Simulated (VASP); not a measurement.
# LiH (Fm-3m) in VASP: a series of runs

LiH is run at these levels: PBE; tasks: single point, relaxation of the atoms.

Program: VASP 6.6.1. These are calculated values, not measurements. Logs are shortened: lines on timing, memory, paths and dates and some standing lists are left out, and cuts for length are marked.

## 1. The cell of the first run

It takes space group Fm-3m (No. 225, cubic). The conventional cell has a = 4.070 Å, b = 4.070 Å, c = 4.070 Å, α = 90.00°, β = 90.00°, γ = 90.00°. Within 2.7 Å of Li (site symmetry m-3m) lie 6 H at 2.04 Å. Within 2.7 Å of H (site symmetry m-3m) lie 6 Li at 2.04 Å.

## 2. Single point, PBE

Input file INCAR:

```
PREC = Accurate ; ENCUT = 520
EDIFF = 1E-7 ; ISMEAR = 0
SIGMA = 0.01 ; LREAL = F
LASPH = T ; NELM = 100
ALGO = Normal ; ISIF = 2
LWAVE = F ; LCHARG = F
GGA = PE ; NBANDS = 9
```

Input file KPOINTS:

```
regular mesh
0
Gamma
  10 10 10
```

Input file POSCAR:

```
LiH
1.0
    0.0000000000      2.0350000000      2.0350000000
    2.0350000000      0.0000000000      2.0350000000
    2.0350000000      2.0350000000      0.0000000000
Li H
1 1
Direct
    0.0000000000      0.0000000000      0.0000000000
    0.5000000000      0.5000000000      0.5000000000
```

Potentials or basis: VASP PAW PBE potentials, release 64 (Li_sv, H).

The run is started by

```
> cat potpaw_PBE.64/Li_sv/POTCAR potpaw_PBE.64/H/POTCAR > POTCAR
> mpirun -np 1 vasp_std > vasp.out
```

OUTCAR:

```text
PREC = Accurate
   ENCUT = 520
   EDIFF = 1E-7
   ISMEAR = 0
   LREAL = F
   LASPH = T
   NELM = 100
   ISIF = 2
   GGA = PE

 ion  position               nearest neighbor table
   1  0.000  0.000  0.000-
   2  0.500  0.500  0.500-

  LATTYP: Found a face centered cubic cell.
 ALAT       =     4.0700000000

  Lattice vectors:

 A1 = (   0.0000000000,   2.0350000000,   2.0350000000)
 A2 = (   2.0350000000,   0.0000000000,   2.0350000000)
 A3 = (   2.0350000000,   2.0350000000,   0.0000000000)

Analysis of symmetry for initial positions (statically):
=====================================================================
 Subroutine PRICEL returns:
 Original cell was already a primitive cell.

 Routine SETGRP: Setting up the symmetry group for a
 face centered cubic supercell.

 Subroutine GETGRP returns: Found 48 space group operations
 (whereof 48 operations were pure point group operations)
 out of a pool of 48 trial point group operations.

The static configuration has the point symmetry O_h .

Analysis of symmetry for dynamics (positions and initial velocities):
=====================================================================
 Subroutine PRICEL returns:
 Original cell was already a primitive cell.

 Routine SETGRP: Setting up the symmetry group for a
 face centered cubic supercell.

 Subroutine GETGRP returns: Found 48 space group operations
 (whereof 48 operations were pure point group operations)
 out of a pool of 48 trial point group operations.

The dynamic configuration has the point symmetry O_h .

 Subroutine INISYM returns: Found 48 space group operations
 (whereof 48 operations are pure point group operations),
 and found     1 'primitive' translations

----------------------------------------------------------------------------------------

                                     Primitive cell

  volume of cell :      16.8548

  direct lattice vectors                    reciprocal lattice vectors
     0.000000000  2.035000000  2.035000000    -0.245700246  0.245700246  0.245700246
     2.035000000  0.000000000  2.035000000     0.245700246 -0.245700246  0.245700246
     2.035000000  2.035000000  0.000000000     0.245700246  0.245700246 -0.245700246

  length of vectors
     2.877924599  2.877924599  2.877924599     0.425565309  0.425565309  0.425565309

  position of ions in fractional coordinates (direct lattice)
     0.000000000  0.000000000  0.000000000
     0.500000000  0.500000000  0.500000000

  ion indices of the primitive-cell ions
   primitive index   ion index
[... 80 lines left out ...]
   ISIF   =      2    stress and relaxation
   ISYM   =      2    0-nonsym 1-usesym 2-fastsym
   POTIM  = 0.5000    time-step for ionic-motion
   TEBEG  =    0.0;   TEEND  =   0.0 temperature during run
   PSTRESS=    0.0 pullay stress
   NELECT =       4.0000    total number of electrons
   NUPDOWN=      -1.0000    fix difference up-down
   EMIN   =  10.00;   EMAX   =-10.00  energy-range for DOS
   EFERMI =   0.00;   METHOD = LEGACY
   ISMEAR =     0;   SIGMA  =   0.01  broadening in eV -4-tet -1-fermi 0-gaus
   EFERMI_NEDOS =   21; number of points for ismear=-14 and -15
   IALGO  =     38    algorithm
   IMIX   =      4    mixing-type and parameters
     AMIX     =   0.40;   BMIX     =  1.00
     AMIX_MAG =   1.60;   BMIX_MAG =  1.00
  volume/ion in A,a.u.               =       8.43        56.87
  Fermi-wavevector in a.u.,A,eV,Ry     =   1.013570  1.915370 13.977594  1.027324
  Thomas-Fermi vector in A             =   2.146747
   LORBIT       =      0    0 simple, 1 ext, 2 COOP (PROOUT), +10 PAW based schemes
   GGA     = PE    functional components
   LHFCALC =     F    Hartree Fock is set to
   AEXX    =    0.0000 exact exchange contribution
   IVDW    =     0    specifies the selected vdW correction
   LEPSILON=     F    determine dielectric tensor
   LRPA    =     F    only Hartree local field effects (RPA)
 non-spin polarized calculation
 Gauss-broadening in eV      SIGMA  =   0.01
  energy-cutoff  :      520.00
  volume of cell :       16.85
 maximum number of plane-waves:       469
 NGX is ok and might be reduce to    24
   NGX = 11   NGY = 11   NGZ = 11

 number of electron       3.9999999 magnetization

 Free energy of the ion-electron system (eV)
  ---------------------------------------------------
  ext. energy  EPLUGINS =         0.00000000
  ---------------------------------------------------
  free energy    TOTEN  =        -6.12319395 eV

  energy without entropy =       -6.12319395  energy(sigma->0) =       -6.12319395

 E-fermi :   0.1291     XC(G=0):  -8.3658

 val. band max:       -0.1169345423   @ k =   0.5000   0.5000   0.0000
 cond. band min:       2.8937404264   @ k =   0.5000   0.5000   0.0000
 fundamental gap:      3.0106749687
 Fermi energy:         0.1291166153

 k-point     1 :       0.0000    0.0000    0.0000
  band No.  band energies     occupation
      1     -44.4543      2.00000
      2      -5.3773      2.00000
      3      15.3888      0.00000
      4      17.3135      0.00000
      5      17.3136      0.00000
      6      17.3136      0.00000
      7      21.9460      0.00000
      8      21.9460      0.00000
      9      21.9460      0.00000
[... 265 lines left out ...]
 k-point    24 :       0.4000    0.3000    0.0000
  band No.  band energies     occupation
      1     -44.4132      2.00000
      2      -2.3320      2.00000
      3       6.4396      0.00000
      4      10.1453      0.00000
      5      11.4316      0.00000
      6      15.7130      0.00000
      7      16.9054      0.00000
      8      28.6121      0.00000
      9      29.1138      0.00000

 [... further k-points ...]

------------------------ aborting loop because EDIFF is reached ----------------------------------------

  FORCE on cell =-STRESS in cart. coord.  units (eV):
  Direction    XX          YY          ZZ          XY          YZ          ZX
  --------------------------------------------------------------------------------------
  -------------------------------------------------------------------------------------
  Total       -0.1881375     -0.1881375     -0.1881375      0.0000000     -0.0000000     -0.0000000
  in kB      -17.8839221    -17.8839221    -17.8839221      0.0000000     -0.0000000     -0.0000000
  external PRESSURE =     -17.8839221 kB  Pullay stress =       0.0000000 kB

 VOLUME and BASIS-vectors are now :
 -----------------------------------------------------------------------------
  energy-cutoff  :      520.00
  volume of cell :       16.85
      direct lattice vectors                 reciprocal lattice vectors
     0.000000000  2.035000000  2.035000000    -0.245700246  0.245700246  0.245700246
     2.035000000  0.000000000  2.035000000     0.245700246 -0.245700246  0.245700246
     2.035000000  2.035000000  0.000000000     0.245700246  0.245700246 -0.245700246

 POSITION                                       TOTAL-FORCE (eV/Angst)
 -----------------------------------------------------------------------------------
      0.00000      0.00000      0.00000        -0.000000      0.000000      0.000000
      2.03500      2.03500      2.03500         0.000000     -0.000000     -0.000000
 -----------------------------------------------------------------------------------
    total drift:                                0.000000     -0.000000     -0.000000

  FREE ENERGIE OF THE ION-ELECTRON SYSTEM (eV)
  ---------------------------------------------------
  free  energy   TOTEN  =        -6.1231939502 eV

  energy  without entropy=       -6.1231939502  energy(sigma->0) =       -6.12319395
```

OSZICAR:

```text
N       E                     dE             d eps       ncg     rms          rms(c)
DAV:   1    -0.127472609541E+01   -0.12747E+01   -0.15110E+03   870   0.419E+02
DAV:   2    -0.629746275988E+01   -0.50227E+01   -0.49921E+01  1173   0.557E+01
DAV:   3    -0.636318422797E+01   -0.65721E-01   -0.65702E-01  1066   0.547E+00
DAV:   4    -0.636339291365E+01   -0.20869E-03   -0.20866E-03  1153   0.285E-01
DAV:   5    -0.636339343141E+01   -0.51776E-06   -0.51776E-06  1062   0.126E-02    0.285E+00
DAV:   6    -0.618123710106E+01    0.18216E+00   -0.15288E-01   935   0.119E+00    0.142E+00
DAV:   7    -0.612136078741E+01    0.59876E-01   -0.19353E-01   982   0.153E+00    0.219E-01
DAV:   8    -0.612326683879E+01   -0.19061E-02   -0.48154E-03  1006   0.445E-01    0.432E-02
DAV:   9    -0.612319852458E+01    0.68314E-04   -0.16133E-04  1073   0.472E-02    0.815E-03
DAV:  10    -0.612319539881E+01    0.31258E-05   -0.72839E-06   960   0.189E-02    0.244E-03
DAV:  11    -0.612319455718E+01    0.84163E-06   -0.20206E-07  1218   0.244E-03    0.611E-04
DAV:  12    -0.612319363850E+01    0.91867E-06   -0.46140E-09   582   0.615E-04    0.524E-04
DAV:  13    -0.612319392399E+01   -0.28549E-06   -0.93619E-09   538   0.432E-04    0.392E-05
DAV:  14    -0.612319395022E+01   -0.26225E-07   -0.46088E-10   485   0.164E-04
   1 F= -.61231940E+01 E0= -.61231940E+01  d E =0.000000E+00
```

It took 3.1 s on 1 thread of Intel Xeon 6975P-C (Granite Rapids), shared host; peak memory 0.13 GiB.

Results:

```yaml
Free_energy: -6.1232 eV
Band_gap_on_the_k_mesh: 3.01 eV
```

Levels at points of the mesh, in eV from the valence-band top:
```csv
k point,band 1,band 2,band 3,band 4,band 5,band 6,band 7
"(0.00, 0.00, 0.00)",-44.34,-5.26,15.51,17.43,17.43,17.43,22.06
"(0.50, 0.00, 0.00)",-44.30,-2.50,4.81,13.27,16.09,16.09,18.63
"(0.50, 0.50, 0.00)",-44.29,0.00,3.01,10.59,10.59,13.70,16.64
```

Caveat: the cutoff is under 1.25 times the usual one of these potentials, so pressure, stress and relaxed cells hold a basis-set (Pulay) error. A k mesh can miss the band edges.

## 3. Relaxation of the atoms, PBE

Input file INCAR:

```
ALGO = Normal ; EDIFF = 1E-7
EDIFFG = -0.001 ; ENCUT = 520
GGA = PE ; IBRION = 2
ISIF = 2 ; ISMEAR = 0
LASPH = T ; LCHARG = F
LREAL = F ; LWAVE = F
NELM = 100 ; NSW = 80
PREC = Accurate ; SIGMA = 0.01
```

Input file KPOINTS:

```
k-points
0
Gamma
  10 10 10
```

POSCAR is that of step 2.

Potentials or basis: VASP PAW PBE potentials, release 64 (Li_sv, H).

The run is started by

```
> cat potpaw_PBE.64/Li_sv/POTCAR potpaw_PBE.64/H/POTCAR > POTCAR
> mpirun -np 1 vasp_std > vasp.out
```

Wall time 2.5 s (1 thread of Intel Xeon 6975P-C (Granite Rapids), shared host); peak memory 0.12 GiB.

The run converged. Its results:

* Free energy: -6.1232 eV
* Band gap on the k mesh: 3.01 eV

Final structure:
```
Li H
1.0
     0.00000    2.03500    2.03500
     2.03500    0.00000    2.03500
     2.03500    2.03500    0.00000
Li H
1 1
Direct
  0.00000 0.00000 0.00000
  0.50000 0.50000 0.50000
```

Levels at points of the mesh, in eV from the valence-band top:
| k point | band 1 | band 2 | band 3 | band 4 | band 5 | band 6 |
| --- | --- | --- | --- | --- | --- | --- |
| (0.00, 0.00, 0.00) | -44.34 | -5.26 | 15.51 | 17.43 | 17.43 | 17.43 |
| (0.50, 0.00, 0.00) | -44.30 | -2.50 | 4.81 | 13.27 | 16.09 | 16.09 |
| (0.50, 0.50, 0.00) | -44.29 | 0.00 | 3.01 | 10.59 | 10.59 | 13.70 |

Caveat: the cutoff is under 1.25 times the usual one of these potentials, so pressure, stress and relaxed cells hold a basis-set (Pulay) error; the relaxation stopped at its first step, so nothing moved.
